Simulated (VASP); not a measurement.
Set up this calculation in VASP 6.6.1, as the native input.

```yaml
Task: single point
Functional: LDA
Potentials_or_basis: VASP PAW LDA potentials, release 64 (S, Be)
Cutoff: 520 eV
k_mesh: 9 × 9 × 9
Occupations: fermi-dirac, width 0.05 eV
Spin: no spin polarisation
Dipole_correction: no
Further_INCAR_settings: ALGO = Normal; EDIFF = 1e-06; NBANDS = 11
```

The structure of BeS lies in POSCAR:

```
BeS
1.0
    0.0000000000      2.4410600707      2.4410600707
    2.4410600707      0.0000000000      2.4410600707
    2.4410600707      2.4410600707      0.0000000000
S Be
1 1
Direct
    0.7500000000      0.7500000000      0.7500000000
    0.0000000000      0.0000000000      0.0000000000
```

One way to write it, as run:

INCAR

```
PREC = Accurate
ENCUT = 520
EDIFF = 1E-6
ISMEAR = -1
SIGMA = 0.05
LREAL = False
LASPH = True
NELM = 100
ALGO = Normal
ISIF = 2
LWAVE = False
LCHARG = False
NBANDS = 11
```

KPOINTS

```
Automatic mesh
0
Gamma
  9 9 9
```

Potentials or basis: VASP PAW LDA potentials, release 64 (S, Be).

Launch:

```console
$ cat potpaw_LDA.64/S/POTCAR potpaw_LDA.64/Be/POTCAR > POTCAR
$ mpirun -np 1 vasp_std > vasp.out
```

It gave:

| Quantity | Value |
| --- | --- |
| Pressure | -4.9 GPa |
| Band gap on the k mesh | 3.04 eV (least direct gap 5.51 eV) |

Caveat: the cell stands under tension; an odd mesh through Γ misses points on the zone boundary, where band edges can lie.

Wall time 6.1 s on 1 thread of AMD EPYC 9R45 96-Core Processor (Zen 5), on a shared host, peak memory 0.11 GiB.
